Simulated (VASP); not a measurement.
Input of a VASP 6.6.1 run:

The input INCAR:

```
  PREC = Accurate
  ENCUT = 600
  EDIFF = 1E-6
  ISMEAR = 0
  SIGMA = 0.1
  LREAL = F
  LASPH = T
  NELM = 100
  ALGO = Normal
  ISIF = 3
  LWAVE = F
  LCHARG = F
  GGA = PE
  IBRION = 2
  NSW = 90
  EDIFFG = -0.04
```

The input KPOINTS:

```
regular mesh
0
Gamma
  4 4 4
```

File POSCAR:

```
ScSbTe4
1.0
    4.7693184100      0.0000000000      0.0000000000
    0.0000000000      4.7693184100      0.0000000000
    0.0000000000      0.0000000000      6.8635460200
Sc Sb Te
1 1 4
Direct
    0.5000000000      0.5000000000      0.5000000000
    0.0000000000      0.0000000000      0.0000000000
    0.5000000000      0.0000000000      0.7327468400
    0.0000000000      0.5000000000      0.2672531600
    0.5000000000      0.0000000000      0.2672531600
    0.0000000000      0.5000000000      0.7327468400
```

Potentials or basis: VASP PAW PBE potentials, release 64 (Sc_sv, Sb, Te).

Launch:

```console
$ cat potpaw_PBE.64/Sc_sv/POTCAR potpaw_PBE.64/Sb/POTCAR potpaw_PBE.64/Te/POTCAR > POTCAR
$ mpirun -np 1 vasp_std > vasp.out
```

(1) Estimate the band gap on the k mesh.

(2) Predict the relaxed cell.

(3) Estimate the relaxed volume.

(4) Estimate the space group after relaxing (to 0.1 Å).

Answers

(1) zero (bands 20 and 21 overlap by 1.38 eV).

(2) a = 5.082 Å, b = 5.082 Å, c = 7.381 Å, α = 90.00°, β = 90.00°, γ = 90.00°.

(3) 31.77 Å³/atom.

(4) P4/mmm (No. 123).

Caveat: the volume moved by over 15 % at a fixed basis, so the end points are rough; spin-orbit coupling is left out, which moves the levels of the heavy elements.
